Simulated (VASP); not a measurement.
# MoS (Pm-3m) in VASP: further runs

Runs on MoS. Level: PBE+U. Tasks: single point.

All numbers are computed with VASP 6.6.1; they aren't measurements. Logs are shortened: lines on timing, memory, paths and dates and some standing lists are left out, and cuts for length are marked.

## (1) The cell of the first run

It takes space group Pm-3m (No. 221, cubic). Conventional cell: a = 3.291 Å, b = 3.291 Å, c = 3.291 Å, α = 90.00°, β = 90.00°, γ = 90.00°. Within 3.8 Å of Mo (site symmetry m-3m) lie 8 S at 2.85 Å and 6 Mo at 3.29 Å. Within 3.8 Å of S (site symmetry m-3m) lie 8 Mo at 2.85 Å and 6 S at 3.29 Å.

## (2) Single point, PBE+U, collinear spin

Contents of INCAR:

```
SYSTEM = MoS
PREC = Accurate
ENCUT = 520
EDIFF = 1E-6
ISMEAR = 0
SIGMA = 0.1
LREAL = .FALSE.
LASPH = .TRUE.
NELM = 150
ALGO = Normal
ISIF = 2
LWAVE = .FALSE.
LCHARG = .FALSE.
ISPIN = 2
MAGMOM = 2 0
LORBIT = 11
LMAXMIX = 4
LDAU = .TRUE.
LDAUTYPE = 2
LDAUL = 2 -1
LDAUU = 4.38 0
LDAUJ = 0 0
LDAUPRINT = 1
GGA = PE
NBANDS = 21
```

Contents of KPOINTS:

```
Automatic mesh
0
G
  14 14 14
  0 0 0
```

Contents of POSCAR:

```
MoS
1.0
    3.2907575805      0.0000000000      0.0000000000
    0.0000000000      3.2907575805      0.0000000000
    0.0000000000      0.0000000000      3.2907575805
Mo S
1 1
Direct
    0.0000000000      0.0000000000      0.0000000000
    0.5000000000      0.5000000000      0.5000000000
```

Potentials or basis: VASP PAW PBE potentials, release 64 (Mo_sv, S).

Command:

```
$ cat potpaw_PBE.64/Mo_sv/POTCAR potpaw_PBE.64/S/POTCAR > POTCAR
$ mpirun -np 1 vasp_std > vasp.out
```

OUTCAR:

```text
SYSTEM = MoS
   PREC = Accurate
   ENCUT = 520
   EDIFF = 1E-6
   ISMEAR = 0
   LREAL = .FALSE.
   LASPH = .TRUE.
   NELM = 150
   ISIF = 2
   ISPIN = 2
   LORBIT = 11
   GGA = PE

 ion  position               nearest neighbor table
   1  0.000  0.000  0.000-   2 2.85   2 2.85   2 2.85   2 2.85   2 2.85   2 2.85   2 2.85   2 2.85

   2  0.500  0.500  0.500-   1 2.85   1 2.85   1 2.85   1 2.85   1 2.85   1 2.85   1 2.85   1 2.85

  LATTYP: Found a simple cubic cell.
 ALAT       =     3.2907575805

  Lattice vectors:

 A1 = (   3.2907575805,   0.0000000000,   0.0000000000)
 A2 = (   0.0000000000,   3.2907575805,   0.0000000000)
 A3 = (   0.0000000000,   0.0000000000,   3.2907575805)

Analysis of symmetry for initial positions (statically):
=====================================================================
 Subroutine PRICEL returns:
 Original cell was already a primitive cell.

 Routine SETGRP: Setting up the symmetry group for a
 simple cubic supercell.

 Subroutine GETGRP returns: Found 48 space group operations
 (whereof 48 operations were pure point group operations)
 out of a pool of 48 trial point group operations.

The static configuration has the point symmetry O_h .

Analysis of symmetry for dynamics (positions and initial velocities):
=====================================================================
 Subroutine PRICEL returns:
 Original cell was already a primitive cell.

 Routine SETGRP: Setting up the symmetry group for a
 simple cubic supercell.

 Subroutine GETGRP returns: Found 48 space group operations
 (whereof 48 operations were pure point group operations)
 out of a pool of 48 trial point group operations.

The dynamic configuration has the point symmetry O_h .

Analysis of structural, dynamic, and magnetic symmetry:
=====================================================================
 Subroutine PRICEL returns:
 Original cell was already a primitive cell.

 Routine SETGRP: Setting up the symmetry group for a
 simple cubic supercell.

 Subroutine GETGRP returns: Found 48 space group operations
[... 169 lines left out ...]
  o =  0.0703  v =  0.0000  0.0000  0.0000  0.0000  0.0000  0.0548  0.0908 -0.0000 -0.9944 -0.0000      0.0000  0.0000  0.0000  0.0000  0.0000  0.0000  0.0000  0.0000  0.0000  0.0000
  o =  0.2997  v =  0.0000  0.0000  0.0000  0.0000  0.0000  0.0000 -0.0000 -0.1277  0.0000 -0.9918      0.0000  0.0000  0.0000  0.0000  0.0000  0.0000  0.0000  0.0000  0.0000  0.0000
  o =  0.2997  v =  0.0000  0.0000  0.0000  0.0000  0.0000 -0.0000  0.0000 -0.9918  0.0000  0.1277      0.0000  0.0000  0.0000  0.0000  0.0000  0.0000  0.0000  0.0000  0.0000  0.0000
  o =  0.4697  v =  0.0000 -0.0000  0.9014 -0.0000  0.4330  0.0000  0.0000  0.0000  0.0000  0.0000      0.0000  0.0000  0.0000  0.0000  0.0000  0.0000  0.0000  0.0000  0.0000  0.0000
  o =  0.4697  v =  0.0000 -0.0000 -0.4330  0.0000  0.9014  0.0000  0.0000  0.0000  0.0000  0.0000      0.0000  0.0000  0.0000  0.0000  0.0000  0.0000  0.0000  0.0000  0.0000  0.0000
  o =  0.6816  v =  0.0000  0.9981  0.0000 -0.0612  0.0000  0.0000  0.0000  0.0000  0.0000  0.0000      0.0000  0.0000  0.0000  0.0000  0.0000  0.0000  0.0000  0.0000  0.0000  0.0000
  o =  0.6816  v =  1.0000  0.0000  0.0000  0.0000  0.0000  0.0000  0.0000  0.0000  0.0000  0.0000      0.0000  0.0000  0.0000  0.0000  0.0000  0.0000  0.0000  0.0000  0.0000  0.0000
  o =  0.6816  v =  0.0000  0.0612  0.0000  0.9981 -0.0000  0.0000  0.0000  0.0000  0.0000  0.0000      0.0000  0.0000  0.0000  0.0000  0.0000  0.0000  0.0000  0.0000  0.0000  0.0000

 number of electron      19.9999994 magnetization       2.2245170

 Free energy of the ion-electron system (eV)
  ---------------------------------------------------
  ext. energy  EPLUGINS =         0.00000000
  ---------------------------------------------------
  free energy    TOTEN  =       -10.08964715 eV

  energy without entropy =      -10.08426005  energy(sigma->0) =      -10.08695360

 E-fermi :   9.1339     XC(G=0): -11.5654

 val. band max:        9.1319508509   @ k =   0.2857   0.1429   0.0714
 cond. band min:       9.1646247434   @ k =   0.4286   0.1429   0.0714
 fundamental gap:      0.0326738925
 Fermi energy:         9.1338625037

 spin component 1

 k-point     1 :       0.0000    0.0000    0.0000
  band No.  band energies     occupation
      1     -53.0167      1.00000
      2     -27.0716      1.00000
      3     -27.0716      1.00000
      4     -27.0716      1.00000
      5      -5.6702      1.00000
      6       5.8632      1.00000
[... 1145 lines left out ...]
     20      23.3095      0.00000
     21      27.1388      0.00000

 [... further k-points ...]

------------------------ aborting loop because EDIFF is reached ----------------------------------------

  FORCE on cell =-STRESS in cart. coord.  units (eV):
  Direction    XX          YY          ZZ          XY          YZ          ZX
  --------------------------------------------------------------------------------------
  -------------------------------------------------------------------------------------
  Total       -3.3121969     -3.3121969     -3.3121969      0.0000000      0.0000000     -0.0000000
  in kB     -148.9152119   -148.9152119   -148.9152119      0.0000000      0.0000000     -0.0000000
  external PRESSURE =    -148.9152119 kB  Pullay stress =       0.0000000 kB

 VOLUME and BASIS-vectors are now :
 -----------------------------------------------------------------------------
  energy-cutoff  :      520.00
  volume of cell :       35.64
      direct lattice vectors                 reciprocal lattice vectors
     3.290757580  0.000000000  0.000000000     0.303881394  0.000000000  0.000000000
     0.000000000  3.290757580  0.000000000     0.000000000  0.303881394  0.000000000
     0.000000000  0.000000000  3.290757580     0.000000000  0.000000000  0.303881394

 POSITION                                       TOTAL-FORCE (eV/Angst)
 -----------------------------------------------------------------------------------
      0.00000      0.00000      0.00000         0.000000      0.000000      0.000000
      1.64538      1.64538      1.64538         0.000000      0.000000      0.000000
 -----------------------------------------------------------------------------------
    total drift:                               -0.000000      0.000000     -0.000000

  FREE ENERGIE OF THE ION-ELECTRON SYSTEM (eV)
  ---------------------------------------------------
  free  energy   TOTEN  =       -10.0896471512 eV

  energy  without entropy=      -10.0842600506  energy(sigma->0) =      -10.08695360

 total charge

# of ion       s       p       d       tot
------------------------------------------
    1        2.197   6.072   3.757  12.027
    2        1.369   2.233   0.000   3.602
--------------------------------------------------
tot          3.566   8.305   3.757  15.629

 magnetization (x)

# of ion       s       p       d       tot
------------------------------------------
    1        0.032   0.030   2.159   2.221
    2        0.027  -0.247   0.000  -0.220
--------------------------------------------------
tot          0.059  -0.217   2.159   2.001
```

Wall time 51 s (1 thread of Intel Xeon Platinum 8488C (Sapphire Rapids), shared host); peak memory 0.24 GiB.

What came out:

| Quantity | Value |
| --- | --- |
| Free energy | -10.0896 eV |
| Pressure | -14.9 GPa |
| Net moment | 2.22 μB per cell |
| Site moments | Mo +2.22; S -0.22 μB |
| Valence electrons inside the program's atomic spheres | Mo 12.03; S 3.60 |

Levels at points of the mesh, in eV from the Fermi level:
Spin up:
| k point | band 8 | band 9 | band 10 | band 11 | band 12 | band 13 | band 14 | band 15 |
| --- | --- | --- | --- | --- | --- | --- | --- | --- |
| (0.00, 0.00, 0.00) | -2.10 | -2.10 | -2.10 | -1.25 | -1.25 | -1.25 | 1.19 | 8.55 |
| (0.50, 0.00, 0.00) | -4.04 | -2.61 | -1.03 | 0.81 | 1.70 | 1.70 | 4.43 | 5.66 |
| (0.50, 0.50, 0.00) | -3.03 | -2.30 | -2.30 | -1.66 | -1.06 | 1.09 | 3.57 | 9.02 |
| (0.50, 0.50, 0.50) | -6.77 | 1.16 | 1.16 | 1.93 | 1.93 | 1.93 | 2.62 | 2.62 |
Spin down:
```csv
k point,band 6,band 7,band 8,band 9,band 10,band 11,band 12,band 13
"(0.00, 0.00, 0.00)",-2.25,-2.25,-2.25,-1.80,-1.80,1.91,3.19,3.19
"(0.50, 0.00, 0.00)",-7.20,-2.65,-2.65,-0.93,2.53,3.58,4.51,4.51
"(0.50, 0.50, 0.00)",-5.36,-5.36,-1.69,-1.31,1.65,1.65,1.87,3.11
"(0.50, 0.50, 0.50)",-5.70,-5.70,-5.70,3.17,3.17,3.17,3.19,3.19
```

Eigenvalues of the final occupation matrices:
| site | spin | trace | eigenvalues |
| --- | --- | --- | --- |
| site 1 d | 1 | 2.98 | 0.47 0.47 0.68 0.68 0.68 |
| site 1 d | 2 | 0.81 | 0.07 0.07 0.07 0.30 0.30 |

Caveat: the cell stands under tension.

## (3) Single point, PBE+U, collinear spin

This run uses another cell than the first one: it holds 4 atoms, not 2.

Contents of INCAR:

```
PREC = Accurate
ENCUT = 520
EDIFF = 1E-7
ISMEAR = 0
SIGMA = 0.1
LREAL = F
LASPH = T
NELM = 150
ALGO = Normal
ISIF = 2
LWAVE = F
LCHARG = F
ISPIN = 2
MAGMOM = 2 -2 0 0
LORBIT = 11
LMAXMIX = 4
LDAU = T
LDAUTYPE = 2
LDAUL = 2 -1
LDAUU = 4.38 0
LDAUJ = 0 0
LDAUPRINT = 1
GGA = PE
NBANDS = 32
```

Contents of KPOINTS:

```
Automatic mesh
0
Gamma
  14 14 7
```

Contents of POSCAR:

```
MoS
1.0
    3.1141191221      0.0000000000      3.1141191221
    0.0000000000      3.1141191221      3.1141191221
    0.0000000000      0.0000000000      6.2282382442
Mo S
2 2
Direct
    1.0000000000      1.0000000000      0.0000000000
    1.0000000000      1.0000000000      0.5000000000
    0.5000000000      0.5000000000      0.7500000000
    0.5000000000      0.5000000000      0.2500000000
```

Potentials or basis: VASP PAW PBE potentials, release 64 (Mo_sv, S).

Command:

```
$ cat potpaw_PBE.64/Mo_sv/POTCAR potpaw_PBE.64/S/POTCAR > POTCAR
$ mpirun -np 1 vasp_std > vasp.out
```

It took 4.1 min on 1 thread of Intel Xeon Platinum 8488C (Sapphire Rapids), shared host; peak memory 0.38 GiB.

The run converged. Its results:

* Free energy: -20.5228 eV
* Pressure: 9.2 GPa
* Band gap on the k mesh: zero (filled and empty bands overlap)
* Net moment: 0.00 μB per cell
* Site moments: Mo +2.59, -2.59; S +0.00 μB
* Valence electrons inside the program's atomic spheres: Mo 12.26; S 3.68

Levels at points of the mesh, in eV from the Fermi level:
Spin up:
| k point | band 17 | band 18 | band 19 | band 20 | band 21 | band 22 | band 23 | band 24 |
| --- | --- | --- | --- | --- | --- | --- | --- | --- |
| (0.00, 0.00, 0.00) | -2.42 | -2.42 | 0.41 | 0.41 | 0.41 | 2.86 | 2.86 | 2.86 |
| (0.50, 0.00, 0.00) | -3.19 | -1.25 | -0.95 | -0.80 | -0.80 | 1.92 | 2.57 | 3.31 |
Spin down:
```csv
k point,band 17,band 18,band 19,band 20,band 21,band 22,band 23,band 24
"(0.00, 0.00, 0.00)",-2.42,-2.42,0.41,0.41,0.41,2.86,2.86,2.86
"(0.50, 0.00, 0.00)",-3.19,-1.25,-0.95,-0.80,-0.80,1.92,2.57,3.31
```

Eigenvalues of the final occupation matrices:
```csv
site,spin,trace,eigenvalues
site 1 d,1,3.27,0.63 0.63 0.63 0.69 0.69
site 1 d,2,0.71,0.11 0.11 0.16 0.16 0.16
site 2 d,1,0.71,0.11 0.11 0.16 0.16 0.16
site 2 d,2,3.27,0.63 0.63 0.63 0.69 0.69
```

Caveat: the cell stands under pressure.

## (4) Single point, PBE+U, collinear spin

This run uses another cell than the first one, of 12.08 Å³/atom.

Contents of INCAR:

```
ALGO = Normal ; EDIFF = 1E-6
ENCUT = 520 ; GGA = PE
ISIF = 2 ; ISMEAR = 0
ISPIN = 2 ; LASPH = T
LCHARG = F ; LDAU = T
LDAUJ = 0 0 ; LDAUL = 2 -1
LDAUPRINT = 1 ; LDAUTYPE = 2
LDAUU = 4.38 0 ; LMAXMIX = 4
LORBIT = 11 ; LREAL = F
LWAVE = F ; MAGMOM = 2 0
NBANDS = 21 ; NELM = 150
PREC = Accurate ; SIGMA = 0.1
```

Contents of KPOINTS:

```
k-points
0
Gamma
  14 14 14
```

Contents of POSCAR:

```
MoS
1.0
    2.8908921087      0.0000000000      0.0000000000
    0.0000000000      2.8908921087      0.0000000000
    0.0000000000      0.0000000000      2.8908921087
Mo S
1 1
Direct
    0.0000000000      0.0000000000      0.0000000000
    0.5000000000      0.5000000000      0.5000000000
```

Potentials or basis: VASP PAW PBE potentials, release 64 (Mo_sv, S).

Command:

```
$ cat potpaw_PBE.64/Mo_sv/POTCAR potpaw_PBE.64/S/POTCAR > POTCAR
$ mpirun -np 1 vasp_std > vasp.out
```

OUTCAR:

```text
EDIFF = 1E-6
   ENCUT = 520
   GGA = PE
   ISIF = 2
   ISMEAR = 0
   ISPIN = 2
   LASPH = T
   LORBIT = 11
   LREAL = F
   NELM = 150
   PREC = Accurate

 ion  position               nearest neighbor table
   1  0.000  0.000  0.000-   2 2.50   2 2.50   2 2.50   2 2.50   2 2.50   2 2.50   2 2.50   2 2.50

   2  0.500  0.500  0.500-   1 2.50   1 2.50   1 2.50   1 2.50   1 2.50   1 2.50   1 2.50   1 2.50

  LATTYP: Found a simple cubic cell.
 ALAT       =     2.8908921087

  Lattice vectors:
[... 1407 lines left out ...]
  in kB      386.4596319    386.4596319    386.4596319      0.0000000      0.0000000     -0.0000000
  external PRESSURE =     386.4596319 kB  Pullay stress =       0.0000000 kB

 VOLUME and BASIS-vectors are now :
 -----------------------------------------------------------------------------
  energy-cutoff  :      520.00
  volume of cell :       24.16
      direct lattice vectors                 reciprocal lattice vectors
     2.890892109  0.000000000  0.000000000     0.345913982  0.000000000  0.000000000
     0.000000000  2.890892109  0.000000000     0.000000000  0.345913982  0.000000000
     0.000000000  0.000000000  2.890892109     0.000000000  0.000000000  0.345913982

 POSITION                                       TOTAL-FORCE (eV/Angst)
 -----------------------------------------------------------------------------------
      0.00000      0.00000      0.00000         0.000000      0.000000      0.000000
      1.44545      1.44545      1.44545         0.000000      0.000000      0.000000
 -----------------------------------------------------------------------------------
    total drift:                                0.000000      0.000000      0.000000

  FREE ENERGIE OF THE ION-ELECTRON SYSTEM (eV)
  ---------------------------------------------------
  free  energy   TOTEN  =        -9.7428457444 eV

  energy  without entropy=       -9.7358291635  energy(sigma->0) =       -9.73933745

 total charge

# of ion       s       p       d       tot
------------------------------------------
    1        2.288   6.210   4.159  12.658
    2        1.327   2.395   0.000   3.721
--------------------------------------------------
tot          3.615   8.605   4.159  16.379

 magnetization (x)

# of ion       s       p       d       tot
------------------------------------------
    1       -0.000  -0.000  -0.000  -0.000
    2        0.000   0.000   0.000   0.000
--------------------------------------------------
tot          0.000   0.000  -0.000  -0.000
```

stdout:

```text
POSCAR found type information on POSCAR MoS
 POSCAR found :  2 types and       2 ions
 scaLAPACK will be used
 LDA part: xc-table for (Slater+PW92), standard interpolation
 POSCAR, INCAR and KPOINTS ok, starting setup
 FFT: planning ... GRIDC
 FFT: planning ... GRID_SOFT
 FFT: planning ... GRID
 WAVECAR not read
 entering main loop
```

Run time: 96 s. Hardware: 1 thread of AMD EPYC 9R45 (Zen 5), shared host; peak memory 0.19 GiB.

What came out:

```
Free energy                                           : -9.7428 eV
Pressure                                              : 38.6 GPa
Band gap on the k mesh                                : zero (filled and empty bands overlap)
Net moment                                            : 0.00 μB per cell
Valence electrons inside the program's atomic spheres : Mo 12.66; S 3.72
```

Eigenvalues of the final occupation matrices:
```tsv
site	spin	trace	eigenvalues
site 1 d	1	2.11	0.38 0.38 0.38 0.49 0.49
site 1 d	2	2.11	0.38 0.38 0.38 0.49 0.49
```

Caveat: the cell stands under pressure.

## (5) Single point, PBE+U, collinear spin

This run uses another cell than the first one, of 12.99 Å³/atom.

Contents of INCAR:

```
PREC = Accurate
ENCUT = 520
EDIFF = 1E-7
ISMEAR = 0
SIGMA = 0.1
LREAL = F
LASPH = T
NELM = 150
ALGO = Normal
ISIF = 2
LWAVE = F
LCHARG = F
ISPIN = 2
MAGMOM = 2 0
LORBIT = 11
LMAXMIX = 4
LDAU = T
LDAUTYPE = 2
LDAUL = 2 -1
LDAUU = 4.38 0
LDAUJ = 0 0
LDAUPRINT = 1
GGA = PE
NBANDS = 21
```

Contents of KPOINTS:

```
regular mesh
0
Gamma
  14 14 14
```

Contents of POSCAR:

```
MoS
1.0
    2.9614293190      0.0000000000      0.0000000000
    0.0000000000      2.9614293190      0.0000000000
    0.0000000000      0.0000000000      2.9614293190
Mo S
1 1
Direct
    0.0000000000      0.0000000000      0.0000000000
    0.5000000000      0.5000000000      0.5000000000
```

Command:

```
$ cat potpaw_PBE.64/Mo_sv/POTCAR potpaw_PBE.64/S/POTCAR > POTCAR
$ mpirun -np 1 vasp_std > vasp.out
```

Wall time 100 s (1 thread of AMD EPYC 9R45 (Zen 5), shared host); peak memory 0.19 GiB.

The run converged. Its results:

* Free energy: -10.0499 eV
* Pressure: 18.8 GPa
* Net moment: 0.61 μB per cell
* Site moments: Mo +0.62; S -0.08 μB
* Valence electrons inside the program's atomic spheres: Mo 12.47; S 3.69

Levels at points of the mesh, in eV from the Fermi level:
Spin up:
| k point | band 7 | band 8 | band 9 | band 10 | band 11 | band 12 | band 13 | band 14 |
| --- | --- | --- | --- | --- | --- | --- | --- | --- |
| (0.00, 0.00, 0.00) | -4.86 | -2.68 | -2.68 | -2.68 | 0.18 | 0.18 | 0.18 | 4.52 |
| (0.50, 0.00, 0.00) | -4.86 | -4.86 | -3.61 | 0.71 | 1.95 | 4.03 | 4.03 | 4.23 |
| (0.50, 0.50, 0.00) | -7.05 | -4.17 | -1.88 | -1.88 | -1.36 | 0.08 | 2.45 | 5.52 |
| (0.50, 0.50, 0.50) | -9.07 | -9.07 | 2.60 | 2.60 | 2.89 | 2.89 | 2.89 | 4.75 |
Spin down:
```
           k point  band 7  band 8  band 9  band 10  band 11  band 12  band 13  band 14
(0.00, 0.00, 0.00)   -4.74   -2.69   -2.69    -2.69     1.68     1.68     1.68     4.66
(0.50, 0.00, 0.00)   -4.24   -4.24   -3.48     2.07     2.30     4.27     4.89     4.89
(0.50, 0.50, 0.00)   -7.03   -4.01   -1.40    -0.56    -0.56     1.15     2.62     5.76
(0.50, 0.50, 0.50)   -8.59   -8.59    2.76     2.76     3.04     3.04     3.04     5.79
```

Eigenvalues of the final occupation matrices:
```
    site  spin  trace               eigenvalues
site 1 d     1   2.35  0.47 0.47 0.47 0.47 0.47
site 1 d     2   1.74  0.25 0.25 0.25 0.49 0.49
```

Caveat: the cell stands under pressure.

## (6) Summary

```csv
cell,k mesh,gap on the mesh (eV),pressure (GPa),moment (μB)
"a = 3.291 Å, 2 atoms, atomic positions A",14 × 14 × 14,none,-14.9,2.22
"a = 4.404, b = 4.404, c = 6.228 Å, angles 45.0, 45.0, 60.0°, 4 atoms, atomic positions B",14 × 14 × 7,none,9.2,0.00
"a = 2.891 Å, 2 atoms, atomic positions A",14 × 14 × 14,none,38.6,0.00
"a = 2.961 Å, 2 atoms, atomic positions A",14 × 14 × 14,none,18.8,0.61
```

Alike in all rows: task single point; level PBE+U; potentials or basis VASP PAW PBE potentials, release 64 (Mo_sv, S); spin collinear; Mo d U = 4.38 eV; cutoff (eV) 520; smearing gaussian 0.1 eV.

Caveats: the cell stands under pressure (at least some runs); the cell stands under tension (at least some runs).

Total energies depend on the potentials used, so only differences within one code and one set of settings carry meaning.
